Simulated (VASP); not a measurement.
Input of a VASP 6.6.1 run:

Contents of INCAR:

```
SYSTEM = In
PREC = Accurate
ENCUT = 520
EDIFF = 1E-7
ISMEAR = 0
SIGMA = 0.15
LREAL = .FALSE.
LASPH = .TRUE.
NELM = 100
ALGO = Fast
ISIF = 2
LWAVE = .FALSE.
LCHARG = .FALSE.
GGA = PE
NBANDS = 12
```

Contents of KPOINTS:

```
regular mesh
0
G
  20 20 20
  0 0 0
```

POSCAR

```
In
1.0
   -1.4960580000      1.4960580000      2.5729080000
    1.4960580000     -1.4960580000      2.5729080000
    1.4960580000      1.4960580000     -2.5729080000
In
1
Direct
    0.0000000000      0.0000000000      0.0000000000
```

Potentials or basis: VASP PAW PBE potentials, release 64 (In_d).

Run with:

```console
$ cat potpaw_PBE.64/In_d/POTCAR > POTCAR
$ mpirun -np 1 vasp_std > vasp.out
```

(1) Estimate the pressure.

## Answers

(1) 10.2 GPa.

Caveat: the cell differs from its parent crystal (strain -0.080 along x and y, +0.040 along z).
